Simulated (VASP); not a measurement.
# MgO (P6_3mc) in VASP: settings compared

The runs below take MgO through single point, with HSE06, PBE.

Program: VASP 6.6.1. These are calculated values, not measurements. Logs are shortened: lines on timing, memory, paths and dates and some standing lists are left out, and cuts for length are marked.

### 1 The cell of the first run

The structure is hexagonal, space group P6_3mc (No. 186). Conventional cell: a = 3.370 Å, b = 3.370 Å, c = 5.160 Å, α = 90.00°, β = 90.00°, γ = 120.00°. Mg (site symmetry 3m) has 4 O at 2.02 to 2.03 Å within 2.7 Å. Within 2.7 Å of O (site symmetry 3m) lie 4 Mg at 2.02 to 2.03 Å.

### 2 Single point, HSE06 (strain +2.5%)

POSCAR reads:

```
MgO
1.0
    3.3704226849      0.0000000000      0.0000000000
   -1.6852113425      2.9188716666      0.0000000000
    0.0000000000      0.0000000000      5.1602252909
Mg O
2 2
Direct
    0.3333333333      0.6666666667     -0.0089108249
    0.6666666667      0.3333333333      0.4910891751
    0.3333333333      0.6666666667      0.3839108249
    0.6666666667      0.3333333333      0.8839108249
```

INCAR.step1 reads:

```
SYSTEM = MgO
  PREC = Accurate
  ENCUT = 520
  EDIFF = 1E-5
  ISMEAR = 0
  SIGMA = 0.01
  LREAL = .False.
  LASPH = .True.
  NELM = 60
  ALGO = Normal
  ISIF = 2
  LWAVE = .True.
  LCHARG = .False.
  NBANDS = 16
  GGA = PE
```

INCAR.step2 reads:

```
SYSTEM = MgO
  PREC = Accurate
  ENCUT = 520
  EDIFF = 1E-6
  ISMEAR = 0
  SIGMA = 0.01
  LREAL = .False.
  LASPH = .True.
  NELM = 60
  ALGO = Normal
  ISIF = 2
  LWAVE = .False.
  LCHARG = .False.
  GGA = PE
  LHFCALC = .True.
  HFSCREEN = 0.2079
  PRECFOCK = Normal
  NBANDS = 16
  ISTART = 1
```

KPOINTS reads:

```
regular mesh
0
Gamma
  6 6 4
  0 0 0
```

Potentials or basis: VASP PAW PBE potentials, release 64 (Mg, O).

Run with:

```console
$ cat potpaw_PBE.64/Mg/POTCAR potpaw_PBE.64/O/POTCAR > POTCAR
$ cp INCAR.step1 INCAR
$ mpirun -np 1 vasp_std > vasp.out
$ cp INCAR.step2 INCAR
$ mpirun -np 1 vasp_std > vasp.out
```

OUTCAR:

```text
SYSTEM = MgO
   PREC = Accurate
   ENCUT = 520
   EDIFF = 1E-6
   ISMEAR = 0
   LREAL = .False.
   LASPH = .True.
   NELM = 60
   ISIF = 2
   GGA = PE
   LHFCALC = .True.
   HFSCREEN = 0.2079
   PRECFOCK = Normal
   ISTART = 1

 ion  position               nearest neighbor table
   1  0.333  0.667  0.991-   4 2.02   4 2.02   4 2.02   3 2.03   2 3.23   2 3.23   2 3.23   2 3.23
                             2 3.23   2 3.23
   2  0.667  0.333  0.491-   3 2.02   3 2.02   3 2.02   4 2.03   1 3.23   1 3.23   1 3.23   1 3.23
                             1 3.23   1 3.23
   3  0.333  0.667  0.384-   2 2.02   2 2.02   2 2.02   1 2.03
   4  0.667  0.333  0.884-   1 2.02   1 2.02   1 2.02   2 2.03

  LATTYP: Found a hexagonal cell.
 ALAT       =     3.3704226849
 C/A-ratio  =     1.5310320910

  Lattice vectors:

 A1 = (   3.3704226849,   0.0000000000,   0.0000000000)
 A2 = (  -1.6852113425,   2.9188716666,   0.0000000000)
 A3 = (   0.0000000000,   0.0000000000,   5.1602252909)

Analysis of symmetry for initial positions (statically):
=====================================================================
 Subroutine PRICEL returns:
 Original cell was already a primitive cell.

 Routine SETGRP: Setting up the symmetry group for a
 hexagonal supercell.

 Subroutine GETGRP returns: Found 12 space group operations
 (whereof  6 operations were pure point group operations)
 out of a pool of 24 trial point group operations.

The static configuration has the point symmetry C_3v.
 The point group associated with its full space group is C_6v.

Analysis of symmetry for dynamics (positions and initial velocities):
=====================================================================
 Subroutine PRICEL returns:
 Original cell was already a primitive cell.

 Routine SETGRP: Setting up the symmetry group for a
 hexagonal supercell.

 Subroutine GETGRP returns: Found 12 space group operations
 (whereof  6 operations were pure point group operations)
 out of a pool of 24 trial point group operations.

The dynamic configuration has the point symmetry C_3v.
 The point group associated with its full space group is C_6v.

 Subroutine INISYM returns: Found 12 space group operations
 (whereof  6 operations are pure point group operations),
 and found     1 'primitive' translations

----------------------------------------------------------------------------------------

                                     Primitive cell

  volume of cell :      50.7654

  direct lattice vectors                    reciprocal lattice vectors
     3.370422685  0.000000000  0.000000000     0.296698691  0.171299069  0.000000000
    -1.685211342  2.918871667  0.000000000     0.000000000  0.342598139  0.000000000
     0.000000000  0.000000000  5.160225291     0.000000000  0.000000000  0.193789989

  length of vectors
     3.370422685  3.370422685  5.160225291     0.342598139  0.342598139  0.193789989

  position of ions in fractional coordinates (direct lattice)
     0.333333333  0.666666667  0.991089175
     0.666666667  0.333333333  0.491089175
     0.333333333  0.666666667  0.383910825
     0.666666667  0.333333333  0.883910825

  ion indices of the primitive-cell ions
   primitive index   ion index
                 1           1
                 2           2
                 3           3
                 4           4

----------------------------------------------------------------------------------------

 KPOINTS: regular mesh

Automatic generation of k-mesh.
 Grid dimensions read from file:
 generate k-points for:    6    6    4

 Generating k-lattice:

  Cartesian coordinates                     Fractional coordinates (reciprocal lattice)
     0.049449782  0.028549845  0.000000000     0.166666667  0.000000000  0.000000000
     0.000000000  0.057099690  0.000000000     0.000000000  0.166666667  0.000000000
     0.000000000  0.000000000  0.048447497     0.000000000  0.000000000  0.250000000

  Length of vectors
     0.057099690  0.057099690  0.048447497

  Shift w.r.t. Gamma in fractional coordinates (k-lattice)
     0.000000000  0.000000000  0.000000000

 Subroutine IBZKPT returns following result:
 ===========================================

 Found     21 irreducible k-points:

 Following reciprocal coordinates:
            Coordinates               Weight
  0.000000  0.000000  0.000000      1.000000
  0.166667  0.000000  0.000000      6.000000
  0.333333  0.000000  0.000000      6.000000
  0.500000  0.000000  0.000000      3.000000
  0.166667  0.166667  0.000000      6.000000
  0.333333  0.166667  0.000000     12.000000
[... 13 lines left out ...]
  0.333333  0.166667  0.500000     12.000000
  0.333333  0.333333  0.500000      2.000000
   k-points           NKPTS =     21   k-points in BZ     NKDIM =    144   number of bands    NBANDS=     16
   number of dos      NEDOS =    301   number of ions     NIONS =      4
   total plane-waves  NPLWV =  31360
   dimension x,y,z NGX =    28 NGY =   28 NGZ =   40
   dimension x,y,z NGXF=    56 NGYF=   56 NGZF=   80
   ions per type =               2   2
   NGX,Y,Z   is equivalent  to a cutoff of  13.81, 13.81, 12.89 a.u.
   NGXF,Y,Z  is equivalent  to a cutoff of  27.62, 27.62, 25.77 a.u.
 SYSTEM =  MgO
   PREC   = accura    normal or accurate (medium, high low for compatibility)
   ISTART =      1    job   : 0-new  1-cont  2-samecut
   ICHARG =      0    charge: 1-file 2-atom 10-const
   ISPIN  =      1    spin polarized calculation?
   LNONCOLLINEAR =      F non collinear calculations
   LSORBIT =      F    spin-orbit coupling
   LASPH  =      T    aspherical Exc in radial PAW
   ENCUT  =  520.0 eV  38.22 Ry    6.18 a.u.   6.27  6.27  9.59*2*pi/ulx,y,z
   NELM   =     60;   NELMIN=  2; NELMDL=  0     # of ELM steps
   EDIFF  = 0.1E-05   stopping-criterion for ELM
   LREAL  =      F    real-space projection
   EDIFFG = 0.1E-04   stopping-criterion for IOM
   NSW    =      0    number of steps for IOM
   IBRION =     -1    ionic relax: 0-MD 1-quasi-New 2-CG
   NFREE  =      0    steps in history (QN), initial steepest desc. (CG)
   ISIF   =      2    stress and relaxation
   ISYM   =      3    0-nonsym 1-usesym 2-fastsym
   POTIM  = 0.5000    time-step for ionic-motion
   TEBEG  =    0.0;   TEEND  =   0.0 temperature during run
   PSTRESS=    0.0 pullay stress
   NELECT =      16.0000    total number of electrons
   NUPDOWN=      -1.0000    fix difference up-down
   EMIN   =  10.00;   EMAX   =-10.00  energy-range for DOS
   EFERMI =   0.00;   METHOD = LEGACY
   ISMEAR =     0;   SIGMA  =   0.01  broadening in eV -4-tet -1-fermi 0-gaus
   EFERMI_NEDOS =   21; number of points for ismear=-14 and -15
   IALGO  =     38    algorithm
   IMIX   =      1    mixing-type and parameters
     AMIX     =   0.40;   BMIX     =  1.00
     AMIX_MAG =   1.60;   BMIX_MAG =  1.00
  volume/ion in A,a.u.               =      12.69        85.65
  Fermi-wavevector in a.u.,A,eV,Ry     =   1.114103  2.105350 16.887909  1.241226
  Thomas-Fermi vector in A             =   2.250695
   LORBIT       =      0    0 simple, 1 ext, 2 COOP (PROOUT), +10 PAW based schemes
   GGA     = PE    functional components
   LHFCALC =     T    Hartree Fock is set to
   PRECFOCK=normal    Normal, Fast or Accurate (Low or Medium for compatibility)
   ENCUT4O =  -1.0   cutoff for four orbital integrals eV
   NKREDX  =     1    reduce k-point grid by
   NKREDY  =     1    reduce k-point grid by
   NKREDZ  =     1    reduce k-point grid by
   AEXX    =    0.2500 exact exchange contribution
   HFSCREEN=    0.2079 screening length (either q_TF or 0.3 A-1)
   HFSCREENC=   0.2079 screening length for correlation (either q_TF or 0.3 A-1)
   ENCUTFOCK=  -1.0 apply spherical cutoff to Coloumb kernel
   IVDW    =     0    specifies the selected vdW correction
   LEPSILON=     F    determine dielectric tensor
   LRPA    =     F    only Hartree local field effects (RPA)
 non-spin polarized calculation
 Gauss-broadening in eV      SIGMA  =   0.01
  energy-cutoff  :      520.00
  volume of cell :       50.77
 maximum number of plane-waves:      1387
 NGX is ok and might be reduce to    28
  NGX = 20; NGY = 20; NGZ = 30

 number of electron      16.0000001 magnetization

 Free energy of the ion-electron system (eV)
  ---------------------------------------------------
  ext. energy  EPLUGINS =         0.00000000
  ---------------------------------------------------
  free energy    TOTEN  =       -27.93288438 eV

  energy without entropy =      -27.93288438  energy(sigma->0) =      -27.93288438

 E-fermi :  -0.4363     XC(G=0):  -7.7870

 val. band max:       -0.5022365843   @ k =   0.0000   0.0000   0.0000
 cond. band min:       4.2016169066   @ k =   0.0000   0.0000   0.0000
 fundamental gap:      4.7038534909
 Fermi energy:        -0.4362990361

 k-point     1 :       0.0000    0.0000    0.0000
  band No.  band energies     occupation
      1     -17.9674      2.00000
      2     -17.2603      2.00000
      3      -3.7179      2.00000
      4      -1.1821      2.00000
      5      -1.1821      2.00000
      6      -0.8438      2.00000
[... 8 lines left out ...]
     15      17.3298      0.00000
     16      17.3298      0.00000

 k-point     2 :       0.1667    0.0000    0.0000
  band No.  band energies     occupation
      1     -17.8452      2.00000
      2     -17.2192      2.00000
      3      -3.4510      2.00000
      4      -1.8353      2.00000
      5      -1.4944      2.00000
      6      -1.3462      2.00000
[... 8 lines left out ...]
     15      16.3892      0.00000
     16      16.8104      0.00000

 k-point     3 :       0.3333    0.0000    0.0000
  band No.  band energies     occupation
      1     -17.5671      2.00000
      2     -17.1604      2.00000
      3      -3.0246      2.00000
      4      -2.7622      2.00000
      5      -2.3138      2.00000
      6      -1.6121      2.00000
[... 8 lines left out ...]
     15      15.3878      0.00000
     16      16.5800      0.00000
[... 305 lines left out ...]
 k-point    20 :       0.3333    0.1667    0.5000
  band No.  band energies     occupation
      1     -17.2720      2.00000
      2     -17.2720      2.00000
      3      -3.3337      2.00000
      4      -3.3337      2.00000
      5      -1.8916      2.00000
      6      -1.8916      2.00000
[... 8 lines left out ...]
     15      16.3167      0.00000
     16      16.3167      0.00000

 k-point    21 :       0.3333    0.3333    0.5000
  band No.  band energies     occupation
      1     -17.2267      2.00000
      2     -17.2267      2.00000
      3      -3.0642      2.00000
      4      -3.0642      2.00000
      5      -2.5203      2.00000
      6      -2.5203      2.00000
[... 8 lines left out ...]
     15      16.8102      0.00000
     16      16.8102      0.00000

------------------------ aborting loop because EDIFF is reached ----------------------------------------

  FORCE on cell =-STRESS in cart. coord.  units (eV):
  Direction    XX          YY          ZZ          XY          YZ          ZX
  --------------------------------------------------------------------------------------
  -------------------------------------------------------------------------------------
  Total       -2.8135534     -2.8135534     -2.2221446      0.0000000     -0.0000000      0.0000000
  in kB      -88.7968795    -88.7968795    -70.1317819      0.0000000     -0.0000000      0.0000000
  external PRESSURE =     -82.5751803 kB  Pullay stress =       0.0000000 kB

 VOLUME and BASIS-vectors are now :
 -----------------------------------------------------------------------------
  energy-cutoff  :      520.00
  volume of cell :       50.77
      direct lattice vectors                 reciprocal lattice vectors
     3.370422685  0.000000000  0.000000000     0.296698691  0.171299069  0.000000000
    -1.685211342  2.918871667  0.000000000     0.000000000  0.342598139  0.000000000
     0.000000000  0.000000000  5.160225291     0.000000000  0.000000000  0.193789989

 POSITION                                       TOTAL-FORCE (eV/Angst)
 -----------------------------------------------------------------------------------
     -0.00000      1.94591      5.11424         0.000000      0.000000      0.004921
      1.68521      0.97296      2.53413        -0.000000     -0.000000      0.004921
     -0.00000      1.94591      1.98107        -0.000000      0.000000     -0.004921
      1.68521      0.97296      4.56118         0.000000     -0.000000     -0.004921
 -----------------------------------------------------------------------------------
    total drift:                               -0.000000      0.000000      0.000783

  FREE ENERGIE OF THE ION-ELECTRON SYSTEM (eV)
  ---------------------------------------------------
  free  energy   TOTEN  =       -27.9328843818 eV

  energy  without entropy=      -27.9328843818  energy(sigma->0) =      -27.93288438
```

Wall time 17 min (1 thread of AMD EPYC 9R45 (Zen 5), shared host); peak memory 0.26 GiB.

What came out:

| Quantity | Value |
| --- | --- |
| Free energy | -27.9329 eV |
| Pressure | -8.3 GPa |
| Largest force | 0.005 eV/Å |
| Band gap on the k mesh | 4.70 eV |

Forces on the atoms (eV/Å):
```
Mg   0.000  0.000  0.005
Mg   0.000  0.000  0.005
O    0.000  0.000 -0.005
O    0.000  0.000 -0.005
```

Stress tensor (GPa, compression positive):
```
-8.88  0.00  0.00
 0.00 -8.88  0.00
 0.00  0.00 -7.01
```

Levels at points of the mesh, in eV from the valence-band top:
| k point | band 5 | band 6 | band 7 | band 8 | band 9 | band 10 | band 11 | band 12 |
| --- | --- | --- | --- | --- | --- | --- | --- | --- |
| (0.00, 0.00, 0.00) | -0.68 | -0.34 | -0.34 | 0.00 | 4.70 | 9.77 | 11.65 | 15.61 |
| (0.50, 0.00, 0.00) | -1.70 | -1.23 | -0.78 | -0.47 | 9.25 | 9.44 | 10.55 | 12.16 |
| (0.00, 0.00, 0.50) | -0.51 | -0.51 | -0.51 | -0.51 | 7.20 | 7.20 | 14.45 | 14.45 |
| (0.50, 0.00, 0.50) | -0.87 | -0.87 | -0.69 | -0.69 | 8.78 | 8.78 | 12.23 | 12.23 |

Caveat: the cell differs from its parent crystal (strain +2.5%); the cell stands under tension; the PAW data sets were made with another functional, which shifts forces and pressure a little.

### 3 Single point, PBE

This run uses another cell than the first one, of 11.79 Å³/atom.

INCAR reads:

```
SYSTEM = MgO
PREC = Accurate
ENCUT = 520
EDIFF = 1E-7
ISMEAR = -1
SIGMA = 0.02
LREAL = .FALSE.
LASPH = .TRUE.
NELM = 80
ALGO = Normal
ISIF = 2
LWAVE = .FALSE.
LCHARG = .FALSE.
GGA = PE
NBANDS = 16
```

KPOINTS reads:

```
Automatic mesh
0
G
  12 12 6
  0 0 0
```

POSCAR reads:

```
MgO
1.0
    3.2882172536      0.0000000000      0.0000000000
   -1.6441086268      2.8476796748      0.0000000000
    0.0000000000      0.0000000000      5.0343661375
Mg O
2 2
Direct
    0.3333333333      0.6666666667     -0.0098385294
    0.6666666667      0.3333333333      0.4901614706
    0.3333333333      0.6666666667      0.3848385294
    0.6666666667      0.3333333333      0.8848385294
```

Potentials or basis: VASP PAW PBE potentials, release 64 (Mg, O).

Run with:

```console
$ cat potpaw_PBE.64/Mg/POTCAR potpaw_PBE.64/O/POTCAR > POTCAR
$ mpirun -np 1 vasp_std > vasp.out
```

Wall time 55 s (1 thread of Intel Xeon 8259CL, shared host); peak memory 0.19 GiB.

The run converged. Its results:

* Free energy: -23.5187 eV
* Pressure: 3.5 GPa
* Largest force: 0.015 eV/Å
* Band gap on the k mesh: 3.54 eV

Forces in eV/Å, atoms in the order of the input:
```
Mg   0.000  0.000 -0.015
Mg   0.000  0.000 -0.015
O    0.000  0.000  0.015
O    0.000  0.000  0.015
```

Levels at points of the mesh, in eV from the valence-band top:
```
           k point  band 6  band 7  band 8  band 9  band 10  band 11
(0.00, 0.00, 0.00)   -0.36   -0.36    0.00    3.54     8.57    10.31
(0.50, 0.00, 0.00)   -1.21   -0.79   -0.46    7.87     8.08     9.30
(0.00, 0.00, 0.50)   -0.52   -0.52   -0.52    6.02     6.02    13.19
(0.50, 0.00, 0.50)   -0.86   -0.69   -0.69    7.43     7.43    10.87
```

Caveat: the cell stands under pressure. A k mesh can miss the band edges.

### 4 Single point, PBE (uniaxial z strain +4.0%)

INCAR reads:

```
SYSTEM = MgO
PREC     = Accurate       ! precision mode
ENCUT    = 520            ! plane-wave cutoff, eV
EDIFF    = 1E-6           ! SCF threshold, eV
ISMEAR   = -1             ! smearing method
SIGMA    = 0.02           ! smearing width, eV
LREAL    = .False.        ! projectors in reciprocal space
LASPH    = .True.         ! aspherical terms in the spheres
NELM     = 80             ! most SCF steps
ALGO     = Normal         ! electronic algorithm
ISIF     = 2              ! what is computed and relaxed
LWAVE    = .False.        ! write WAVECAR
LCHARG   = .False.        ! write CHGCAR
GGA      = PE             ! functional
NBANDS   = 16             ! bands
```

KPOINTS reads:

```
regular mesh
0
Gamma
  12 12 6
  0 0 0
```

POSCAR reads:

```
MgO
1.0
    3.2882172536      0.0000000000      0.0000000000
   -1.6441086268      2.8476796748      0.0000000000
    0.0000000000      0.0000000000      5.2357407830
Mg O
2 2
Direct
    0.3333333333      0.6666666667     -0.0046168673
    0.6666666667      0.3333333333      0.4953831327
    0.3333333333      0.6666666667      0.3796168673
    0.6666666667      0.3333333333      0.8796168673
```

Run with:

```console
$ cat potpaw_PBE.64/Mg/POTCAR potpaw_PBE.64/O/POTCAR > POTCAR
$ mpirun -np 1 vasp_std > vasp.out
```

It took 51 s on 1 thread of Intel Xeon 8259CL, shared host; peak memory 0.19 GiB.

The run converged. Its results:

```yaml
Free_energy: -23.5278 eV
Pressure: -0.7 GPa
Band_gap_on_the_k_mesh: 3.47 eV
```

Stress tensor (GPa, compression positive):
```
 0.02  0.00  0.00
 0.00  0.02  0.00
 0.00  0.00 -2.27
```

Levels at points of the mesh, in eV from the valence-band top:
| k point | band 4 | band 5 | band 6 | band 7 | band 8 | band 9 | band 10 | band 11 | band 12 | band 13 |
| --- | --- | --- | --- | --- | --- | --- | --- | --- | --- | --- |
| (0.00, 0.00, 0.00) | -0.40 | -0.40 | -0.16 | -0.16 | 0.00 | 3.47 | 8.41 | 9.87 | 14.48 | 14.48 |
| (0.50, 0.00, 0.00) | -2.04 | -1.51 | -0.93 | -0.67 | -0.31 | 7.89 | 7.92 | 9.13 | 10.62 | 12.92 |
| (0.00, 0.00, 0.50) | -1.87 | -0.28 | -0.28 | -0.28 | -0.28 | 5.86 | 5.86 | 12.73 | 12.73 | 14.95 |
| (0.50, 0.00, 0.50) | -2.82 | -0.63 | -0.63 | -0.61 | -0.61 | 7.36 | 7.36 | 10.70 | 10.70 | 13.35 |

Caveat: the cell differs from its parent crystal (uniaxial z strain +4.0%).

### 5 Overview

```csv
level,cell,k mesh,smearing,grid for exact exchange (PRECFOCK),share of exact exchange,screening parameter,gap on the mesh (eV),pressure (GPa)
HSE06,"a = 3.370, b = 3.370, c = 5.160 Å, angles 90.0, 90.0, 120.0°, 4 atoms, atomic positions A",6 × 6 × 4,gaussian 0.01 eV,Normal,0.25,0.2079 1/Å,4.70,-8.3
PBE,"a = 3.288, b = 3.288, c = 5.034 Å, angles 90.0, 90.0, 120.0°, 4 atoms, atomic positions A",12 × 12 × 6,fermi-dirac 0.02 eV,-,-,-,3.54,3.5
PBE,"a = 3.288, b = 3.288, c = 5.236 Å, angles 90.0, 90.0, 120.0°, 4 atoms, atomic positions B",12 × 12 × 6,fermi-dirac 0.02 eV,-,-,-,3.47,-0.7
```

Alike in all rows: task single point; potentials or basis VASP PAW PBE potentials, release 64 (Mg, O); no spin polarisation; cutoff (eV) 520.

Caveats: the cell stands under tension (at least some runs); the PAW data sets were made with another functional, which shifts forces and pressure a little (at least some runs); the cell stands under pressure (at least some runs).

Absolute energies hang on the potentials; compare differences alone.
